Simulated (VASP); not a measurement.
Wanted: the native input for a VASP 6.6.1 run.

| Item | Value |
| --- | --- |
| Task | relaxation of cell and atoms |
| Functional | PBE |
| Potentials or basis | VASP PAW PBE potentials, release 64 (Si, Ge_d, P) |
| Cutoff | 600 eV |
| k mesh | 6 × 6 × 2 |
| Occupations | gaussian, width 0.1 eV |
| Spin | no spin polarisation |
| Dipole correction | no |
| Further INCAR settings | ALGO = Normal; EDIFF = 1e-06; IBRION = 2; EDIFFG = -0.04; NSW = 90; ISIF = 3 |

The structure of Si2Ge2P lies in POSCAR:

```
Si2Ge2P
1.0
    3.9489086700      0.0000000000      0.0000000000
   -1.9744543300      3.4198552200      0.0000000000
    0.0000000000      0.0000000000      8.0789320300
Si Ge P
2 2 1
Direct
    0.0000000000      0.0000000000      0.7253996300
    0.0000000000      0.0000000000      0.2746003700
    0.3333333300      0.6666666700      0.5000000000
    0.6666666700      0.3333333300      0.5000000000
    0.0000000000      0.0000000000      0.0000000000
```

The input as run:

INCAR

```
SYSTEM = Si2Ge2P
ALGO = Normal
EDIFF = 1E-6
EDIFFG = -0.04
ENCUT = 600
GGA = PE
IBRION = 2
ISIF = 3
ISMEAR = 0
LASPH = .True.
LCHARG = .False.
LREAL = .False.
LWAVE = .False.
NELM = 60
NSW = 90
PREC = Accurate
SIGMA = 0.1
```

KPOINTS

```
k-points
0
Gamma
  6 6 2
  0 0 0
```

Potentials or basis: VASP PAW PBE potentials, release 64 (Si, Ge_d, P).

Launch:

```bash
$ cat potpaw_PBE.64/Si/POTCAR potpaw_PBE.64/Ge_d/POTCAR potpaw_PBE.64/P/POTCAR > POTCAR
$ mpirun -np 1 vasp_std > vasp.out
```

It gave:

```json
{"Relaxed volume": "24.91 Å³/atom", "Relaxed cell": "a = 4.476 Å, b = 4.476 Å, c = 7.178 Å, α = 90.00°, β = 90.00°, γ = 120.00°", "Space group after relaxing (to 0.05 Å)": "P6/mmm (No. 191)", "Energy gained by relaxing": "295.1 meV/atom", "Ionic steps": "19", "Pressure after relaxing": "0.0 GPa", "Largest force after relaxing": "0.029 eV/Å"}
```

Caveat: the k points lie up to 0.44 Å⁻¹ apart in the final cell.

Run time: 7.1 min on 1 thread of Intel(R) Xeon(R) Platinum 8488C (Sapphire Rapids), with other jobs on the host, peak memory 0.28 GiB.
